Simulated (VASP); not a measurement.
Cd, 1 atom in the cell. Symmetry: R-3m, No. 166, trigonal system. The conventional cell has a = 3.216 Å, b = 3.216 Å, c = 7.348 Å, α = 90.00°, β = 90.00°, γ = 120.00°. Within 4.0 Å of Cd (site symmetry -3m) lie 12 Cd at 3.07 to 3.22 Å. 

- Program: VASP 6.6.1
- Task: single point
- Functional: r2SCAN
- Potentials or basis: VASP PAW PBE potentials, release 64 (Cd)
- Cutoff: 550 eV
- k mesh: 9 × 9 × 9
- Occupations: gaussian, width 0.1 eV
- Spin: no spin polarisation
- Dipole correction: no
- Further INCAR settings: ALGO = Normal; EDIFF = 1e-06; NBANDS = 12

Potentials or basis: VASP PAW PBE potentials, release 64 (Cd).

The run is started by

```bash
$ cat potpaw_PBE.64/Cd/POTCAR > POTCAR
$ cp INCAR.step1 INCAR
$ mpirun -np 1 vasp_std > vasp.out
$ cp INCAR.step2 INCAR
$ mpirun -np 1 vasp_std > vasp.out
```

Hardware: 1 thread of Intel Xeon 8259CL, on a shared host.

Task: Estimate the wall time of this run.

Result: Wall time 81 s on 1 thread of Intel Xeon 8259CL (shared host), peak memory 0.16 GiB. Counts: k points 85.
